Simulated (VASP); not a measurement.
MnO2: single point with PBEsol

Crystal: MnO2.

```xyz
6
Lattice="2.9042 0.0000 0.0000 0.0000 3.8448 0.0000 0.0000 0.0000 6.1643" Properties=species:S:1:pos:R:3 pbc="T T T"
Mn    1.4521    1.9224    2.1162
Mn    0.0000    0.0000    4.0481
O     1.4521    0.0000    5.1630
O     0.0000    1.9224    1.0013
O     1.4521    0.0000    2.6001
O     0.0000    1.9224    3.5642
```

* Program: VASP 6.6.1
* Task: single point
* Functional: PBEsol
* Potentials or basis: VASP PAW PBE potentials, release 64 (Mn_pv, O)
* Cutoff: 520 eV
* k mesh: 9 × 7 × 5
* Occupations: fermi-dirac, width 0.05 eV
* Spin: no spin polarisation
* Dipole correction: no
* Further INCAR settings: ALGO = Normal; EDIFF = 1e-06; NBANDS = 34

```json
{
 "Pressure": "-22.0 GPa",
 "Largest force": "3.144 eV/Å",
 "Band gap on the k mesh": "zero (band 25 reaches 3.32 eV, above the bottom of band 26 at 2.97 eV)"
}
```

Forces in eV/Å, atoms in the order of the input:
```
Mn   0.000  0.000 -2.215
Mn   0.000  0.000  2.215
O    0.000  0.000 -3.144
O    0.000  0.000  3.144
O    0.000  0.000  0.459
O    0.000  0.000 -0.459
```

Stress tensor (GPa, compression positive):
```
-27.40   0.00   0.00
  0.00 -16.90   0.00
  0.00   0.00 -21.62
```

Levels at points of the mesh, in eV from the Fermi level:
```
           k point  band 21  band 22  band 23  band 24  band 25  band 26  band 27  band 28  band 29  band 30
(0.00, 0.00, 0.00)    -2.57    -1.89    -0.92    -0.50    -0.11     0.07     0.75     1.16     1.24     1.62
```

Wall time 99 s on 1 thread of Intel(R) Xeon(R) Platinum 8259CL CPU @ 2.50GHz (Skylake/Cascade Lake) (shared host), peak memory 0.25 GiB.

Caveat: the PAW data sets were made with another functional, which shifts forces and pressure a little; the run has no spin polarisation, though such a crystal can be magnetic; semilocal functionals often make such compounds metallic where correlation or magnetic order opens a gap, which also shifts bond lengths. With open d or f shells a metallic result of PBEsol can be an artefact of self-interaction; +U or a hybrid may open a gap.
